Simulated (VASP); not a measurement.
# Hf3H (P6_322) in VASP: notebook, part 2 of 2

VASP 6.6.1. Earlier steps stand in the parts before.

## (3) Single point, PBE

This run uses another cell than the first one, of 17.27 Å³/atom, 1.087 times its volume.

The input, INCAR:

```
SYSTEM = Hf3H
PREC = Accurate
ENCUT = 520
EDIFF = 1E-6
ISMEAR = 0
SIGMA = 0.2
LREAL = .False.
LASPH = .True.
NELM = 100
ALGO = Normal
ISIF = 2
LWAVE = .False.
LCHARG = .False.
GGA = PE
NBANDS = 41
```

The input, KPOINTS:

```
Automatic mesh
0
Gamma
  4 4 3
  0 0 0
```

The input, POSCAR:

```
Hf3H
1.0
    5.5837321158      0.0000000000      0.0000000000
   -2.7918660579      4.8356538602      0.0000000000
    0.0000000000      0.0000000000      5.1183245055
Hf H
6 2
Direct
    0.0000000000      0.6716881670      0.5000000000
    0.6716881670      0.6716881670      0.0000000000
    0.6716881670      0.0000000000      0.5000000000
    0.3283118330      0.3283118330      0.5000000000
    0.0000000000      0.3283118330      0.0000000000
    0.3283118330      0.0000000000      0.0000000000
    0.6666666667      0.3333333333      0.7500000000
    0.3333333333      0.6666666667      0.2500000000
```

Potentials or basis: VASP PAW PBE potentials, release 64 (Hf_pv, H).

Launch:

```
$ cat potpaw_PBE.64/Hf_pv/POTCAR potpaw_PBE.64/H/POTCAR > POTCAR
$ mpirun -np 1 vasp_std > vasp.out
```

OUTCAR:

```text
SYSTEM = Hf3H
   PREC = Accurate
   ENCUT = 520
   EDIFF = 1E-6
   ISMEAR = 0
   LREAL = .False.
   LASPH = .True.
   NELM = 100
   ISIF = 2
   GGA = PE

 ion  position               nearest neighbor table
   1  0.000  0.672  0.500-   8 2.27   7 2.27   6 3.15   6 3.15   2 3.15   2 3.15   4 3.18   3 3.18
                             5 3.20   5 3.20   3 3.25   4 3.25   4 3.25   3 3.25
   2  0.672  0.672  0.000-   7 2.27   8 2.27   3 3.15   3 3.15   1 3.15   1 3.15   5 3.18   6 3.18
                             4 3.20   4 3.20   6 3.25   5 3.25   5 3.25   6 3.25
   3  0.672  0.000  0.500-   7 2.27   8 2.27   2 3.15   5 3.15   2 3.15   5 3.15   4 3.18   1 3.18
                             6 3.20   6 3.20   1 3.25   4 3.25   4 3.25   1 3.25
   4  0.328  0.328  0.500-   8 2.27   7 2.27   6 3.15   6 3.15   5 3.15   5 3.15   1 3.18   3 3.18
                             2 3.20   2 3.20   3 3.25   1 3.25   1 3.25   3 3.25
   5  0.000  0.328  0.000-   7 2.27   8 2.27   3 3.15   3 3.15   4 3.15   4 3.15   2 3.18   6 3.18
                             1 3.20   1 3.20   6 3.25   2 3.25   2 3.25   6 3.25
   6  0.328  0.000  0.000-   8 2.27   7 2.27   1 3.15   4 3.15   1 3.15   4 3.15   5 3.18   2 3.18
                             3 3.20   3 3.20   5 3.25   2 3.25   5 3.25   2 3.25
   7  0.667  0.333  0.750-   3 2.27   5 2.27   1 2.27   6 2.27   2 2.27   4 2.27
   8  0.333  0.667  0.250-   6 2.27   1 2.27   5 2.27   3 2.27   4 2.27   2 2.27

  LATTYP: Found a hexagonal cell.
 ALAT       =     5.5837321158
 C/A-ratio  =     0.9166493663

  Lattice vectors:

 A1 = (   5.5837321158,   0.0000000000,   0.0000000000)
 A2 = (  -2.7918660579,   4.8356538602,   0.0000000000)
 A3 = (   0.0000000000,   0.0000000000,   5.1183245055)

Analysis of symmetry for initial positions (statically):
=====================================================================
 Subroutine PRICEL returns:
 Original cell was already a primitive cell.

 Routine SETGRP: Setting up the symmetry group for a
 hexagonal supercell.

 Subroutine GETGRP returns: Found 12 space group operations
 (whereof  6 operations were pure point group operations)
 out of a pool of 24 trial point group operations.

The static configuration has the point symmetry D_3 .
[... 139 lines left out ...]
   LEPSILON=     F    determine dielectric tensor
   LRPA    =     F    only Hartree local field effects (RPA)
 non-spin polarized calculation
 Gauss-broadening in eV      SIGMA  =   0.20
  energy-cutoff  :      520.00
  volume of cell :      138.20
 maximum number of plane-waves:      3745
 NGX is ok and might be reduce to    42
   NGX = 21   NGY = 21   NGZ = 19

 number of electron      62.0000005 magnetization

 Free energy of the ion-electron system (eV)
  ---------------------------------------------------
  ext. energy  EPLUGINS =         0.00000000
  ---------------------------------------------------
  free energy    TOTEN  =       -66.85097282 eV

  energy without entropy =      -66.66244279  energy(sigma->0) =      -66.75670781

 E-fermi :   5.0204     XC(G=0): -11.3275

 val. band max:        4.9706546097   @ k =   0.2500  -0.0000   0.3333
 cond. band min:       5.0330144325   @ k =   0.2500  -0.0000   0.0000
 fundamental gap:      0.0623598228
 Fermi energy:         5.0203919284

 k-point     1 :       0.0000    0.0000    0.0000
  band No.  band energies     occupation
      1     -26.1135      2.00000
      2     -25.8865      2.00000
      3     -25.8562      2.00000
      4     -25.7569      2.00000
      5     -25.7569      2.00000
      6     -25.7507      2.00000
[... 341 lines left out ...]
     40       7.4273      0.00000
     41       8.2195      0.00000

------------------------ aborting loop because EDIFF is reached ----------------------------------------

  FORCE on cell =-STRESS in cart. coord.  units (eV):
  Direction    XX          YY          ZZ          XY          YZ          ZX
  --------------------------------------------------------------------------------------
  -------------------------------------------------------------------------------------
  Total       -0.0501136     -0.0501136     -0.3384454      0.0000000      0.0000000      0.0000000
  in kB       -0.5809768     -0.5809768     -3.9236617      0.0000000      0.0000000      0.0000000
  external PRESSURE =      -1.6952051 kB  Pullay stress =       0.0000000 kB

 VOLUME and BASIS-vectors are now :
 -----------------------------------------------------------------------------
  energy-cutoff  :      520.00
  volume of cell :      138.20
      direct lattice vectors                 reciprocal lattice vectors
     5.583732116  0.000000000  0.000000000     0.179091686  0.103398633  0.000000000
    -2.791866058  4.835653860  0.000000000     0.000000000  0.206797266  0.000000000
     0.000000000  0.000000000  5.118324506     0.000000000  0.000000000  0.195376436

 POSITION                                       TOTAL-FORCE (eV/Angst)
 -----------------------------------------------------------------------------------
     -1.87526      3.24805      2.55916         0.021070     -0.036495     -0.000000
      1.87526      3.24805      0.00000        -0.021070     -0.036495      0.000000
      3.75053      0.00000      2.55916        -0.042140     -0.000000     -0.000000
      0.91660      1.58760      2.55916         0.021070      0.036495     -0.000000
     -0.91660      1.58760      0.00000        -0.021070      0.036495     -0.000000
      1.83321      0.00000      0.00000         0.042140      0.000000     -0.000000
      2.79187      1.61188      3.83874        -0.000000      0.000000     -0.000000
     -0.00000      3.22377      1.27958        -0.000000     -0.000000     -0.000000
 -----------------------------------------------------------------------------------
    total drift:                                0.000000     -0.000000      0.000000

  FREE ENERGIE OF THE ION-ELECTRON SYSTEM (eV)
  ---------------------------------------------------
  free  energy   TOTEN  =       -66.8509728243 eV

  energy  without entropy=      -66.6624427881  energy(sigma->0) =      -66.75670781
```

OSZICAR:

```text
N       E                     dE             d eps       ncg     rms          rms(c)
DAV:   1     0.259250640719E+03    0.25925E+03   -0.34361E+04   664   0.146E+03
DAV:   2    -0.510115553033E+02   -0.31026E+03   -0.29516E+03   729   0.363E+02
DAV:   3    -0.692431052490E+02   -0.18232E+02   -0.16949E+02   872   0.525E+01
DAV:   4    -0.697177946915E+02   -0.47469E+00   -0.46431E+00   840   0.789E+00
DAV:   5    -0.697243832063E+02   -0.65885E-02   -0.65738E-02   824   0.893E-01    0.114E+02
DAV:   6    -0.675018155823E+02    0.22226E+01   -0.26707E+00   665   0.683E+00    0.669E+01
DAV:   7    -0.669084740651E+02    0.59334E+00   -0.39459E+00   679   0.819E+00    0.455E+00
DAV:   8    -0.668499779283E+02    0.58496E-01   -0.40653E-01   734   0.244E+00    0.840E-01
DAV:   9    -0.668512964090E+02   -0.13185E-02   -0.20231E-02   830   0.541E-01    0.509E-01
DAV:  10    -0.668509567376E+02    0.33967E-03   -0.86226E-04   808   0.106E-01    0.260E-01
DAV:  11    -0.668509776354E+02   -0.20898E-04   -0.98924E-05   854   0.356E-02    0.385E-02
DAV:  12    -0.668509719708E+02    0.56646E-05   -0.31590E-06   637   0.770E-03    0.550E-02
DAV:  13    -0.668509731186E+02   -0.11478E-05   -0.96038E-07   533   0.454E-03    0.551E-03
DAV:  14    -0.668509728243E+02    0.29426E-06   -0.12249E-07   443   0.163E-03
   1 F= -.66850973E+02 E0= -.66756708E+02  d E =-.188530E+00
```

It took 26 s on 1 thread of Intel Xeon 6975P-C (Granite Rapids), shared host; peak memory 0.25 GiB.

What came out:

| Property | Result |
| --- | --- |
| Free energy | -66.8510 eV |
| Pressure | -0.2 GPa |
| Largest force | 0.042 eV/Å |
| Band gap on the k mesh | zero (band 31 reaches 5.44 eV, above the bottom of band 32 at 4.82 eV) |

Forces on the atoms (eV/Å):
```
Hf   0.021 -0.036  0.000
Hf  -0.021 -0.036  0.000
Hf  -0.042  0.000  0.000
Hf   0.021  0.036  0.000
Hf  -0.021  0.036  0.000
Hf   0.042  0.000  0.000
H    0.000  0.000  0.000
H    0.000  0.000  0.000
```

Caveat: the k points lie up to 0.41 Å⁻¹ apart; spin-orbit coupling is left out, which moves the levels of the heavy elements.

## (4) Single point, PBE

This run uses another cell than the first one, of 17.30 Å³/atom, 1.089 times its volume.

The input, INCAR:

```
SYSTEM = Hf3H
PREC = Accurate
ENCUT = 520
EDIFF = 1E-6
ISMEAR = 0
SIGMA = 0.1
LREAL = .FALSE.
LASPH = .TRUE.
NELM = 60
ALGO = Normal
ISIF = 2
LWAVE = .FALSE.
LCHARG = .TRUE.
GGA = PE
LELF = .TRUE.
LVHAR = .TRUE.
NBANDS = 41
```

The input, KPOINTS:

```
regular mesh
0
G
  6 6 6
  0 0 0
```

The input, POSCAR:

```
Hf3H
1.0
    5.5886802593      0.0000000000      0.0000000000
   -2.7943401296      4.8399390782      0.0000000000
    0.0000000000      0.0000000000      5.1170956303
Hf H
6 2
Direct
    0.0000000000      0.6716814005      0.5000000000
    0.6716814005      0.6716814005      0.0000000000
    0.6716814005      0.0000000000      0.5000000000
    0.3283185995      0.3283185995      0.5000000000
    0.0000000000      0.3283185995      0.0000000000
    0.3283185995      0.0000000000      0.0000000000
    0.6666666667      0.3333333333      0.7500000000
    0.3333333333      0.6666666667      0.2500000000
```

Launch:

```
$ cat potpaw_PBE.64/Hf_pv/POTCAR potpaw_PBE.64/H/POTCAR > POTCAR
$ mpirun -np 1 vasp_std > vasp.out
```

Wall time 87 s (1 thread of Intel Xeon 6975P-C (Granite Rapids), shared host); peak memory 0.31 GiB.

The run converged. Its results:

* Free energy: -66.8656 eV
* Pressure: -0.5 GPa
* Largest force: 0.003 eV/Å
* Band gap on the k mesh: zero (band 31 reaches 5.51 eV, above the bottom of band 32 at 4.58 eV)

Forces on the atoms (eV/Å):
```
Hf   0.002 -0.003  0.000
Hf  -0.002 -0.003  0.000
Hf  -0.003  0.000  0.000
Hf   0.002  0.003  0.000
Hf  -0.002  0.003  0.000
Hf   0.003  0.000  0.000
H    0.000  0.000  0.000
H    0.000  0.000  0.000
```

Stress tensor (GPa, compression positive):
```
-0.49  0.00  0.00
 0.00 -0.49  0.00
 0.00  0.00 -0.59
```

Levels at points of the mesh, in eV from the Fermi level:
| k point | band 29 | band 30 | band 31 | band 32 | band 33 | band 34 |
| --- | --- | --- | --- | --- | --- | --- |
| (0.00, 0.00, 0.00) | -0.08 | -0.04 | -0.04 | 0.29 | 0.29 | 1.02 |
| (0.50, 0.00, 0.00) | -1.14 | -0.96 | 0.32 | 0.35 | 0.57 | 0.58 |
| (0.00, 0.00, 0.50) | -0.36 | -0.36 | -0.30 | -0.30 | -0.01 | -0.01 |
| (0.50, 0.00, 0.50) | -0.82 | -0.82 | -0.19 | -0.19 | 0.01 | 0.01 |

Caveat: spin-orbit coupling is left out, which moves the levels of the heavy elements.

## (5) The runs side by side

| task | cell | k mesh | cutoff (eV) | smearing | gap on the mesh (eV) | pressure (GPa) | largest force (eV/Å) |
| --- | --- | --- | --- | --- | --- | --- | --- |
| relaxation of cell and atoms | relaxed from a = 5.440, b = 5.440, c = 4.960 Å, angles 90.0, 90.0, 120.0°, 8 atoms | 4 × 4 × 3 | 600 | gaussian 0.2 eV | none | 0.1 | 0.07 |
| single point | a = 5.584, b = 5.584, c = 5.118 Å, angles 90.0, 90.0, 120.0°, 8 atoms | 4 × 4 × 3 | 520 | gaussian 0.2 eV | none | -0.2 | 0.04 |
| single point | a = 5.589, b = 5.589, c = 5.117 Å, angles 90.0, 90.0, 120.0°, 8 atoms | 6 × 6 × 6 | 520 | gaussian 0.1 eV | none | -0.5 | - |

Alike in all rows: level PBE; potentials or basis VASP PAW PBE potentials, release 64 (Hf_pv, H); no spin polarisation.

Caveats: some runs use coarse meshes; spin-orbit coupling is left out, which moves the levels of the heavy elements; the relaxation stopped at a loose force limit of 0.08 eV/Å, so its end isn't a converged minimum (some runs).

Total energies depend on the potentials used, so only differences within one code and one set of settings carry meaning.
